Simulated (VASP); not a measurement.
# K8Cl7 (a cell with a defect): single point with PBEsol

System: K8Cl7 (a cell with a defect).

```xyz
15
Lattice="0.0000 6.2414 -6.2414 6.2414 6.2414 0.0000 6.2414 0.0000 -6.2414" Properties=species:S:1:pos:R:3 pbc="T T T"
K     3.1207    6.3843   -3.1207
K    -0.1429    3.1207   -3.1207
K     3.1207    9.3621   -6.0985
K     0.0000    6.2414   -6.2414
K     6.2414    6.2414   -6.2414
K     3.1207    3.1207   -6.3843
K     6.3843    9.3621   -9.3621
K     3.1207    6.0985   -9.3621
Cl    0.0000    0.0000   -3.1207
Cl    6.2414    9.3621   -6.2414
Cl    3.1207    6.2414   -6.2414
Cl    9.3621    6.2414   -6.2414
Cl    6.2414    3.1207   -6.2414
Cl    9.3621    9.3621   -9.3621
Cl    6.2414    6.2414   -9.3621
```

```
Program             : VASP 6.6.1
Task                : single point
Functional          : PBEsol
Potentials or basis : VASP PAW PBE potentials, release 64 (K_sv, Cl)
Cutoff              : 520 eV
k mesh              : 4 × 4 × 4
Occupations         : gaussian, width 0.05 eV
Spin                : no spin polarisation
```

* Largest force: 0.010 eV/Å

Forces in eV/Å, atoms in the order of the input:
```
K    0.000 -0.010  0.000
K    0.010  0.000  0.000
K    0.000  0.000 -0.010
K    0.000  0.000  0.000
K    0.000  0.000  0.000
K    0.000  0.000  0.010
K   -0.010  0.000  0.000
K    0.000  0.010  0.000
Cl   0.000  0.000  0.000
Cl   0.000  0.000  0.000
Cl   0.000  0.000  0.000
Cl   0.000  0.000  0.000
Cl   0.000  0.000  0.000
Cl   0.000  0.000  0.000
Cl   0.000  0.000  0.000
```

Levels at points of the mesh, in eV from the Fermi level:
| k point | band 58 | band 59 | band 60 | band 61 | band 62 | band 63 |
| --- | --- | --- | --- | --- | --- | --- |
| (0.00, 0.00, 0.00) | -0.25 | -0.25 | -0.25 | 4.09 | 6.11 | 6.17 |
| (0.50, 0.00, 0.00) | -0.40 | -0.40 | -0.40 | 4.78 | 5.70 | 6.66 |
| (0.50, 0.50, 0.00) | -0.49 | -0.32 | -0.32 | 4.85 | 5.91 | 6.53 |

Wall time 9.2 min on 1 thread of Intel(R) Xeon(R) Platinum 8488C (Sapphire Rapids), on a shared host, peak memory 0.74 GiB.

Caveat: the cell carries a net charge on a neutralising background, which shifts energy and pressure; the cell is charged against a uniform background, so pressure and absolute levels hang on convention; the PAW data sets were made with another functional, which shifts forces and pressure a little.
